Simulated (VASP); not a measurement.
Input of a VASP 6.6.1 run:

The input INCAR:

```
PREC     = Accurate       # precision mode
ENCUT    = 520            # plane-wave cutoff, eV
EDIFF    = 1E-6           # SCF threshold, eV
ISMEAR   = 1              # smearing method
SIGMA    = 0.2            # smearing width, eV
LREAL    = F              # projectors in reciprocal space
LASPH    = T              # aspherical terms in the spheres
NELM     = 80             # most SCF steps
ALGO     = Normal         # electronic algorithm
ISIF     = 2              # what is computed and relaxed
LWAVE    = F              # write WAVECAR
LCHARG   = F              # write CHGCAR
GGA      = PE             # functional
NBANDS   = 19             # bands
```

KPOINTS

```
Automatic mesh
0
Gamma
  12 12 7
```

Contents of POSCAR:

```
Ti
1.0
    2.9390756844      0.0000000000      0.0000000000
   -1.4695378422      2.5453142064      0.0000000000
    0.0000000000      0.0000000000      4.6559893251
Ti
2
Direct
    0.3333333333      0.6666666667      0.2500000000
    0.6666666667      0.3333333333      0.7500000000
```

Potentials or basis: VASP PAW PBE potentials, release 64 (Ti_sv).

Command:

```console
$ cat potpaw_PBE.64/Ti_sv/POTCAR > POTCAR
$ mpirun -np 1 vasp_std > vasp.out
```

(1) Estimate the band gap on the k mesh.

(2) Estimate the pressure.

Results:

(1) zero (bands 12 and 13 overlap by 1.07 eV).

(2) -0.4 GPa.
